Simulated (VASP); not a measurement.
# Cu3Au (Pm-3m) in VASP: a series of runs

The runs below take Cu3Au through single point, relaxation of cell and atoms, with PBE.

Everything below comes from runs of VASP 6.6.1. Logs are shortened: lines on timing, memory, paths and dates and some standing lists are left out, and cuts for length are marked.

### 1 The cell of the first run

Symmetry: Pm-3m, No. 221, cubic system. The conventional cell has a = 3.780 Å, b = 3.780 Å, c = 3.780 Å, α = 90.00°, β = 90.00°, γ = 90.00°. Within 3.5 Å of Cu (site symmetry 4/mmm) lie 8 Cu at 2.67 Å and 4 Au at 2.67 Å. Au (site symmetry m-3m) has 12 Cu at 2.67 Å within 3.5 Å.

### 2 Single point, PBE

The input, INCAR:

```
SYSTEM = Cu3Au
PREC = Accurate
ENCUT = 600
EDIFF = 1E-6
ISMEAR = 0
SIGMA = 0.1
LREAL = .False.
LASPH = .True.
NELM = 120
ALGO = Normal
ISIF = 2
LWAVE = .False.
LCHARG = .False.
GGA = PE
NBANDS = 30
GGA_COMPAT = .False.
```

The input, KPOINTS:

```
regular mesh
0
Gamma
  6 6 6
  0 0 0
```

The input, POSCAR:

```
Cu3Au
1.0
    3.7799069504      0.0000000000      0.0000000000
    0.0000000000      3.7799069504      0.0000000000
    0.0000000000      0.0000000000      3.7799069504
Cu Au
3 1
Direct
    0.0000000000      0.5000000000      0.5000000000
    0.5000000000      0.5000000000      0.0000000000
    0.5000000000      0.0000000000      0.5000000000
    0.0000000000      0.0000000000      0.0000000000
```

Potentials or basis: VASP PAW PBE potentials, release 64 (Cu, Au).

Launch:

```bash
$ cat potpaw_PBE.64/Cu/POTCAR potpaw_PBE.64/Au/POTCAR > POTCAR
$ mpirun -np 1 vasp_std > vasp.out
```

OUTCAR:

```text
SYSTEM = Cu3Au
   PREC = Accurate
   ENCUT = 600
   EDIFF = 1E-6
   ISMEAR = 0
   LREAL = .False.
   LASPH = .True.
   NELM = 120
   ISIF = 2
   GGA = PE

 ion  position               nearest neighbor table
   1  0.000  0.500  0.500-   2 2.67   3 2.67   4 2.67   2 2.67   4 2.67   3 2.67   4 2.67   4 2.67
                             2 2.67   3 2.67   2 2.67   3 2.67
   2  0.500  0.500  0.000-   1 2.67   3 2.67   4 2.67   1 2.67   3 2.67   3 2.67   4 2.67   3 2.67
                             1 2.67   4 2.67   1 2.67   4 2.67
   3  0.500  0.000  0.500-   1 2.67   2 2.67   4 2.67   2 2.67   4 2.67   1 2.67   2 2.67   2 2.67
                             1 2.67   4 2.67   4 2.67   1 2.67
   4  0.000  0.000  0.000-   1 2.67   2 2.67   3 2.67   1 2.67   3 2.67   1 2.67   2 2.67   1 2.67
                             2 2.67   3 2.67   3 2.67   2 2.67

  LATTYP: Found a simple cubic cell.
 ALAT       =     3.7799069504

  Lattice vectors:

 A1 = (   3.7799069504,   0.0000000000,   0.0000000000)
 A2 = (   0.0000000000,   3.7799069504,   0.0000000000)
 A3 = (   0.0000000000,   0.0000000000,   3.7799069504)

Analysis of symmetry for initial positions (statically):
=====================================================================
 Subroutine PRICEL returns:
 Original cell was already a primitive cell.

 Routine SETGRP: Setting up the symmetry group for a
 simple cubic supercell.

 Subroutine GETGRP returns: Found 48 space group operations
 (whereof 48 operations were pure point group operations)
 out of a pool of 48 trial point group operations.

The static configuration has the point symmetry O_h .

Analysis of symmetry for dynamics (positions and initial velocities):
=====================================================================
 Subroutine PRICEL returns:
 Original cell was already a primitive cell.

 Routine SETGRP: Setting up the symmetry group for a
 simple cubic supercell.

 Subroutine GETGRP returns: Found 48 space group operations
 (whereof 48 operations were pure point group operations)
 out of a pool of 48 trial point group operations.

The dynamic configuration has the point symmetry O_h .

 Subroutine INISYM returns: Found 48 space group operations
 (whereof 48 operations are pure point group operations),
 and found     1 'primitive' translations

----------------------------------------------------------------------------------------

                                     Primitive cell

  volume of cell :      54.0062

  direct lattice vectors                    reciprocal lattice vectors
     3.779906950  0.000000000  0.000000000     0.264556777  0.000000000  0.000000000
     0.000000000  3.779906950  0.000000000     0.000000000  0.264556777  0.000000000
     0.000000000  0.000000000  3.779906950     0.000000000  0.000000000  0.264556777

  length of vectors
     3.779906950  3.779906950  3.779906950     0.264556777  0.264556777  0.264556777

  position of ions in fractional coordinates (direct lattice)
     0.000000000  0.500000000  0.500000000
     0.500000000  0.500000000  0.000000000
     0.500000000  0.000000000  0.500000000
     0.000000000  0.000000000  0.000000000

  ion indices of the primitive-cell ions
   primitive index   ion index
                 1           1
                 2           2
                 3           3
                 4           4

----------------------------------------------------------------------------------------

 KPOINTS: regular mesh

Automatic generation of k-mesh.
 Grid dimensions read from file:
 generate k-points for:    6    6    6

 Generating k-lattice:

  Cartesian coordinates                     Fractional coordinates (reciprocal lattice)
     0.044092796  0.000000000  0.000000000     0.166666667  0.000000000  0.000000000
     0.000000000  0.044092796  0.000000000     0.000000000  0.166666667  0.000000000
     0.000000000  0.000000000  0.044092796     0.000000000  0.000000000  0.166666667

  Length of vectors
     0.044092796  0.044092796  0.044092796

  Shift w.r.t. Gamma in fractional coordinates (k-lattice)
     0.000000000  0.000000000  0.000000000

 Subroutine IBZKPT returns following result:
 ===========================================

 Found     20 irreducible k-points:

 Following reciprocal coordinates:
            Coordinates               Weight
  0.000000  0.000000  0.000000      1.000000
  0.166667  0.000000  0.000000      6.000000
  0.333333  0.000000  0.000000      6.000000
  0.500000  0.000000  0.000000      3.000000
  0.166667  0.166667  0.000000     12.000000
  0.333333  0.166667  0.000000     24.000000
[... 12 lines left out ...]
  0.500000  0.500000  0.333333      6.000000
  0.500000  0.500000  0.500000      1.000000
   k-points           NKPTS =     20   k-points in BZ     NKDIM =     20   number of bands    NBANDS=     30
   number of dos      NEDOS =    301   number of ions     NIONS =      4
   total plane-waves  NPLWV =  27000
   dimension x,y,z NGX =    30 NGY =   30 NGZ =   30
   dimension x,y,z NGXF=    60 NGYF=   60 NGZF=   60
   ions per type =               3   1
   NGX,Y,Z   is equivalent  to a cutoff of  13.19, 13.19, 13.19 a.u.
   NGXF,Y,Z  is equivalent  to a cutoff of  26.39, 26.39, 26.39 a.u.
 SYSTEM =  Cu3Au
   PREC   = accura    normal or accurate (medium, high low for compatibility)
   ISTART =      0    job   : 0-new  1-cont  2-samecut
   ICHARG =      2    charge: 1-file 2-atom 10-const
   ISPIN  =      1    spin polarized calculation?
   LNONCOLLINEAR =      F non collinear calculations
   LSORBIT =      F    spin-orbit coupling
   LASPH  =      T    aspherical Exc in radial PAW
   ENCUT  =  600.0 eV  44.10 Ry    6.64 a.u.   7.55  7.55  7.55*2*pi/ulx,y,z
   NELM   =    120;   NELMIN=  2; NELMDL= -5     # of ELM steps
   EDIFF  = 0.1E-05   stopping-criterion for ELM
   LREAL  =      F    real-space projection
   EDIFFG = 0.1E-04   stopping-criterion for IOM
   NSW    =      0    number of steps for IOM
   IBRION =     -1    ionic relax: 0-MD 1-quasi-New 2-CG
   NFREE  =      0    steps in history (QN), initial steepest desc. (CG)
   ISIF   =      2    stress and relaxation
   ISYM   =      2    0-nonsym 1-usesym 2-fastsym
   POTIM  = 0.5000    time-step for ionic-motion
   TEBEG  =    0.0;   TEEND  =   0.0 temperature during run
   PSTRESS=    0.0 pullay stress
   NELECT =      44.0000    total number of electrons
   NUPDOWN=      -1.0000    fix difference up-down
   EMIN   =  10.00;   EMAX   =-10.00  energy-range for DOS
   EFERMI =   0.00;   METHOD = LEGACY
   ISMEAR =     0;   SIGMA  =   0.10  broadening in eV -4-tet -1-fermi 0-gaus
   EFERMI_NEDOS =   21; number of points for ismear=-14 and -15
   IALGO  =     38    algorithm
   IMIX   =      4    mixing-type and parameters
     AMIX     =   0.40;   BMIX     =  1.00
     AMIX_MAG =   1.60;   BMIX_MAG =  1.00
  volume/ion in A,a.u.               =      13.50        91.11
  Fermi-wavevector in a.u.,A,eV,Ry     =   1.529013  2.889416 31.808814  2.337882
  Thomas-Fermi vector in A             =   2.636693
   LORBIT       =      0    0 simple, 1 ext, 2 COOP (PROOUT), +10 PAW based schemes
   GGA     = PE    functional components
   LHFCALC =     F    Hartree Fock is set to
   AEXX    =    0.0000 exact exchange contribution
   IVDW    =     0    specifies the selected vdW correction
   LEPSILON=     F    determine dielectric tensor
   LRPA    =     F    only Hartree local field effects (RPA)
 non-spin polarized calculation
 Gauss-broadening in eV      SIGMA  =   0.10
  energy-cutoff  :      600.00
  volume of cell :       54.01
 maximum number of plane-waves:      1856
   NGX = 15   NGY = 15   NGZ = 15

 number of electron      44.0000008 magnetization

 Free energy of the ion-electron system (eV)
  ---------------------------------------------------
  ext. energy  EPLUGINS =         0.00000000
  ---------------------------------------------------
  free energy    TOTEN  =       -14.58283827 eV

  energy without entropy =      -14.57605727  energy(sigma->0) =      -14.57944777

 E-fermi :   7.9778     XC(G=0): -12.5513

 val. band max:        7.9748055675   @ k =   0.3333   0.3333   0.0000
 cond. band min:       8.0862172062   @ k =   0.5000   0.5000   0.1667
 fundamental gap:      0.1114116387
 Fermi energy:         7.9778120902

 k-point     1 :       0.0000    0.0000    0.0000
  band No.  band energies     occupation
      1      -1.4977      2.00000
      2       1.7064      2.00000
      3       1.7064      2.00000
      4       2.4985      2.00000
      5       2.4985      2.00000
      6       2.4985      2.00000
[... 22 lines left out ...]
     29      18.8463      0.00000
     30      18.8463      0.00000

 k-point     2 :       0.1667    0.0000    0.0000
  band No.  band energies     occupation
      1      -1.1726      2.00000
      2       1.8218      2.00000
      3       1.8515      2.00000
      4       2.5602      2.00000
      5       2.5724      2.00000
      6       2.5724      2.00000
[... 22 lines left out ...]
     29      18.3491      0.00000
     30      18.3491      0.00000

 k-point     3 :       0.3333    0.0000    0.0000
  band No.  band energies     occupation
      1      -0.2714      2.00000
      2       2.0417      2.00000
      3       2.0783      2.00000
      4       2.6985      2.00000
      5       2.7578      2.00000
      6       2.7578      2.00000
[... 22 lines left out ...]
     29      16.9501      0.00000
     30      17.6313      0.00000

 k-point     4 :       0.5000    0.0000    0.0000
  band No.  band energies     occupation
      1       0.5939      2.00000
      2       1.7360      2.00000
      3       2.2234      2.00000
      4       2.7777      2.00000
      5       2.8828      2.00000
      6       2.8828      2.00000
[... 484 lines left out ...]
     29      22.9186      0.00000
     30      23.2293      0.00000

 k-point    19 :       0.5000    0.5000    0.3333
  band No.  band energies     occupation
      1       1.6539      2.00000
      2       1.8250      2.00000
      3       1.8250      2.00000
      4       2.7397      2.00000
      5       3.3767      2.00000
      6       3.6548      2.00000
[... 22 lines left out ...]
     29      24.1571      0.00000
     30      24.1575      0.00000

 k-point    20 :       0.5000    0.5000    0.5000
  band No.  band energies     occupation
      1       1.6429      2.00000
      2       1.6429      2.00000
      3       1.6429      2.00000
      4       2.7677      2.00000
      5       3.5740      2.00000
      6       3.5740      2.00000
[... 22 lines left out ...]
     29      26.0306      0.00000
     30      26.0379      0.00000

------------------------ aborting loop because EDIFF is reached ----------------------------------------

  FORCE on cell =-STRESS in cart. coord.  units (eV):
  Direction    XX          YY          ZZ          XY          YZ          ZX
  --------------------------------------------------------------------------------------
  -------------------------------------------------------------------------------------
  Total        0.1112372      0.1112372      0.1112372      0.0000000     -0.0000000      0.0000000
  in kB        3.3000263      3.3000263      3.3000263      0.0000000     -0.0000000      0.0000000
  external PRESSURE =       3.3000263 kB  Pullay stress =       0.0000000 kB

 VOLUME and BASIS-vectors are now :
 -----------------------------------------------------------------------------
  energy-cutoff  :      600.00
  volume of cell :       54.01
      direct lattice vectors                 reciprocal lattice vectors
     3.779906950  0.000000000  0.000000000     0.264556777  0.000000000  0.000000000
     0.000000000  3.779906950  0.000000000     0.000000000  0.264556777  0.000000000
     0.000000000  0.000000000  3.779906950     0.000000000  0.000000000  0.264556777

 POSITION                                       TOTAL-FORCE (eV/Angst)
 -----------------------------------------------------------------------------------
      0.00000      1.88995      1.88995         0.000000      0.000000      0.000000
      1.88995      1.88995      0.00000         0.000000      0.000000      0.000000
      1.88995      0.00000      1.88995         0.000000      0.000000      0.000000
      0.00000      0.00000      0.00000         0.000000      0.000000      0.000000
 -----------------------------------------------------------------------------------
    total drift:                                0.000000      0.000000     -0.000000

  FREE ENERGIE OF THE ION-ELECTRON SYSTEM (eV)
  ---------------------------------------------------
  free  energy   TOTEN  =       -14.5828382708 eV

  energy  without entropy=      -14.5760572672  energy(sigma->0) =      -14.57944777
```

Wall time 28 s (1 thread of Intel Xeon Platinum 8375C at 2.90GHz (Ice Lake), shared host); peak memory 0.19 GiB.

What came out:

| Property | Result |
| --- | --- |
| Free energy | -14.5828 eV |
| Pressure | 0.3 GPa |
| Band gap on the k mesh | zero (band 22 reaches 9.23 eV, above the bottom of band 23 at 6.97 eV) |

Caveat: spin-orbit coupling is left out, which moves the levels of the heavy elements.

### 3 Relaxation of cell and atoms, PBE

This run uses another cell than the first one, of 13.03 Å³/atom, 0.965 times its volume.

The input, INCAR:

```
SYSTEM = Cu3Au
PREC = Accurate
ENCUT = 600
EDIFF = 1E-7
ISMEAR = 0
SIGMA = 0.1
LREAL = .False.
LASPH = .True.
NELM = 120
ALGO = Normal
ISIF = 3
LWAVE = .False.
LCHARG = .False.
GGA = PE
IBRION = 2
NSW = 90
EDIFFG = -0.04
GGA_COMPAT = .False.
NELMIN = 4
```

The input, KPOINTS:

```
Automatic mesh
0
Gamma
  6 6 6
  0 0 0
```

The input, POSCAR:

```
Cu3Au
1.0
    3.7353875600      0.0000000000      0.0000000000
    0.0000000000      3.7353875600      0.0000000000
    0.0000000000      0.0000000000      3.7353875600
Cu Au
3 1
Direct
    0.0000000000      0.5000000000      0.5000000000
    0.5000000000      0.5000000000      0.0000000000
    0.5000000000      0.0000000000      0.5000000000
    0.0000000000      0.0000000000      0.0000000000
```

Potentials or basis: VASP PAW PBE potentials, release 64 (Cu, Au).

Launch:

```bash
$ cat potpaw_PBE.64/Cu/POTCAR potpaw_PBE.64/Au/POTCAR > POTCAR
$ mpirun -np 1 vasp_std > vasp.out
```

Run time: 69 s. Hardware: 1 thread of Intel Xeon Platinum 8375C at 2.90GHz (Ice Lake), shared host; peak memory 0.19 GiB.

It converged, with:

```
Free energy                            : -14.5826 eV
Relaxed volume                         : 13.53 Å³/atom
Relaxed cell                           : a = 3.782 Å, b = 3.782 Å, c = 3.782 Å, α = 90.00°, β = 90.00°, γ = 90.00°
Space group after relaxing (to 0.05 Å) : Pm-3m (No. 221)
Energy gained by relaxing              : 8.8 meV/atom
Ionic steps                            : 3
Pressure after relaxing                : 0.0 GPa
Band gap on the k mesh                 : zero (band 22 reaches 9.21 eV, above the bottom of band 23 at 6.95 eV)
```

Step by step:
| step | energy change (eV) | largest force (eV/Å) | pressure (GPa) | volume (Å³) |
| --- | --- | --- | --- | --- |
| 1 | 0.0000 | 0.0000 | 5.95 | 52.12 |
| 2 | -0.0122 | 0.0000 | -4.08 | 55.86 |
| 3 | -0.0352 | 0.0000 | 0.02 | 54.12 |

Final structure:
```xyz
4
Lattice="3.7825 0.0000 0.0000 0.0000 3.7825 0.0000 0.0000 0.0000 3.7825" Properties=species:S:1:pos:R:3 pbc="T T T"
Cu    0.0000    1.8912    1.8912
Cu    1.8912    1.8912    0.0000
Cu    1.8912    0.0000    1.8912
Au    0.0000    0.0000    0.0000
```

Levels at points of the mesh, in eV from the Fermi level:
| k point | band 18 | band 19 | band 20 | band 21 | band 22 | band 23 | band 24 | band 25 | band 26 |
| --- | --- | --- | --- | --- | --- | --- | --- | --- | --- |
| (0.00, 0.00, 0.00) | -1.54 | -1.43 | -1.43 | -1.43 | 1.26 | 1.26 | 1.26 | 5.75 | 7.26 |
| (0.50, 0.00, 0.00) | -2.21 | -2.00 | -1.92 | -1.54 | -1.43 | 5.66 | 5.66 | 6.41 | 6.41 |
| (0.50, 0.50, 0.00) | -2.30 | -2.20 | -2.13 | -0.56 | -0.56 | -0.49 | 0.24 | 8.40 | 9.28 |
| (0.50, 0.50, 0.50) | -1.63 | -1.63 | -1.63 | -1.02 | -1.00 | -1.00 | -1.00 | 2.29 | 3.94 |

Caveat: spin-orbit coupling is left out, which moves the levels of the heavy elements.

### 4 Single point, PBE

This run uses another cell than the first one, of 13.03 Å³/atom, 0.965 times its volume.

The input, INCAR:

```
PREC     = Accurate       # precision mode
ENCUT    = 600            # plane-wave cutoff, eV
EDIFF    = 1E-6           # SCF threshold, eV
ISMEAR   = 0              # smearing method
SIGMA    = 0.1            # smearing width, eV
LREAL    = F              # projectors in reciprocal space
LASPH    = T              # aspherical terms in the spheres
NELM     = 120            # most SCF steps
ALGO     = Normal         # electronic algorithm
ISIF     = 2              # what is computed and relaxed
LWAVE    = F              # write WAVECAR
LCHARG   = T              # write CHGCAR
GGA      = PE             # functional
LELF     = T              # ELF
LVHAR    = T            
NBANDS   = 30             # bands
GGA_COMPAT= F
```

The input, KPOINTS:

```
Automatic mesh
0
Gamma
  6 6 6
```

POSCAR is that of step 3.

Launch:

```bash
$ cat potpaw_PBE.64/Cu/POTCAR potpaw_PBE.64/Au/POTCAR > POTCAR
$ mpirun -np 1 vasp_std > vasp.out
```

Wall time 28 s (1 thread of Intel Xeon Platinum 8375C at 2.90GHz (Ice Lake), shared host); peak memory 0.18 GiB.

It converged, with:

```yaml
Free_energy: -14.5474 eV
Pressure: 5.9 GPa
Band_gap_on_the_k_mesh: zero (band 22 reaches 9.67 eV, above the bottom of band 23 at 7.33 eV)
```

Levels at points of the mesh, in eV from the Fermi level:
```tsv
k point	band 20	band 21	band 22	band 23	band 24	band 25
(0.00, 0.00, 0.00)	-1.47	-1.47	1.18	1.18	1.18	5.97
(0.50, 0.00, 0.00)	-2.01	-1.61	-1.47	5.75	5.75	6.53
(0.50, 0.50, 0.00)	-2.23	-0.59	-0.59	-0.49	0.27	8.54
(0.50, 0.50, 0.50)	-1.69	-1.18	-1.16	-1.16	-1.16	2.42
```

Caveat: spin-orbit coupling is left out, which moves the levels of the heavy elements.

### 5 Overview

| task | cell | gap on the mesh (eV) | pressure (GPa) |
| --- | --- | --- | --- |
| single point | a = 3.780 Å, 4 atoms | none | 0.3 |
| relaxation of cell and atoms | relaxed from a = 3.735 Å, 4 atoms | none | 0.0 |
| single point | a = 3.735 Å, 4 atoms | none | 5.9 |

Alike in all rows: level PBE; potentials or basis VASP PAW PBE potentials, release 64 (Cu, Au); no spin polarisation; k mesh 6 × 6 × 6; cutoff (eV) 600; smearing gaussian 0.1 eV.

Caveats: spin-orbit coupling is left out, which moves the levels of the heavy elements.

Total energies depend on the potentials used, so only differences within one code and one set of settings carry meaning.
